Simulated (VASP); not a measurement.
## TePb: elastic constants with LDA

Crystal: TePb.

```
Te Pb
1.0
     0.00000    3.18993    3.18993
     3.18993    0.00000    3.18993
     3.18993    3.18993    0.00000
Te Pb
1 1
Direct
  0.50000 0.50000 0.50000
  0.00000 0.00000 0.00000
```

```
Program                   : VASP 6.6.1
Task                      : elastic constants
Functional                : LDA
Potentials or basis       : VASP PAW LDA potentials, release 64 (Te, Pb_d)
Cutoff                    : 600 eV
k mesh                    : 10 × 10 × 10
Occupations               : gaussian, width 0.01 eV
Spin                      : no spin polarisation
Dipole correction         : no
Ions in elastic constants : relaxed
Further INCAR settings    : ALGO = Normal; EDIFF = 1e-08; NBANDS = 17; IBRION = 6; POTIM = 0.015; NSW = 1; ISIF = 3
```

```
Elastic constants C11, C12, C44                         : 139, 5, 16 GPa
Voigt bulk modulus                                      : 50 GPa
Highest phonon frequency at Γ, LO-TO splitting left out : 48 cm⁻¹
```

Phonon frequencies in cm⁻¹ (negative: imaginary):
```
              q point     frequencies
(0.000, 0.000, 0.000)  0 0 0 48 48 48
```

Elastic tensor in Voigt notation (GPa, in the Cartesian axes of the cell as first typed):
```
139   5   5   0   0   0
  5 139   5   0   0   0
  5   5 139   0   0   0
  0   0   0  16   0   0
  0   0   0   0  16   0
  0   0   0   0   0  16
```

Clamped-ion elastic tensor (GPa):
```
139   5   5   0   0   0
  5 139   5   0   0   0
  5   5 139   0   0   0
  0   0   0  16   0   0
  0   0   0   0  16   0
  0   0   0   0   0  16
```

Run time: 36 min on 1 thread of Intel(R) Xeon(R) Platinum 8259CL CPU @ 2.50GHz (Skylake/Cascade Lake), on a shared host, peak memory 0.66 GiB.
